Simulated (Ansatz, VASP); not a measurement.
## Te: VASP beside Ansatz

```
Te
1.0
     2.30590    1.33131    1.69095
    -2.30590    1.33131    1.69095
     0.00000   -2.66263    1.69095
Te
1
Direct
  0.50000 0.50000 0.50000
```

Alike in both runs: functional HSE06; dispersion D3(BJ); k mesh 6 × 6 × 6; occupations fermi-dirac, width 0.15 eV; no spin polarisation.

|  | VASP | Ansatz |
| --- | --- | --- |
| version | VASP 6.6.1 | Ansatz 0.2.0 |
| potentials or method | VASP PAW PBE potentials, release 64 (Te) | Ansatz PAW |
| plane-wave cutoff (eV) | 400 | 420 |
| valence electrons in the cell | 6 | 16 |
| task | single point | electron localisation function |

Ansatz gave:

* gap on the k mesh at the Fermi level (eV): none
* pressure (GPa): -3.2
* traceless stress, the component that is largest in VASP (GPa): 0.22

Task: Estimate VASP's values.

Result: gap on the k mesh at the Fermi level (eV): none; pressure (GPa): -3.8; traceless stress, the component that is largest in VASP (GPa): 0.30.

A gap of «none» marks a metal or a gap that the smearing closes. VASP's potentials hold 6 valence electrons a cell and Ansatz's 16, so a difference there can come from the potentials and not from the codes.

Neither program's run includes spin-orbit coupling.
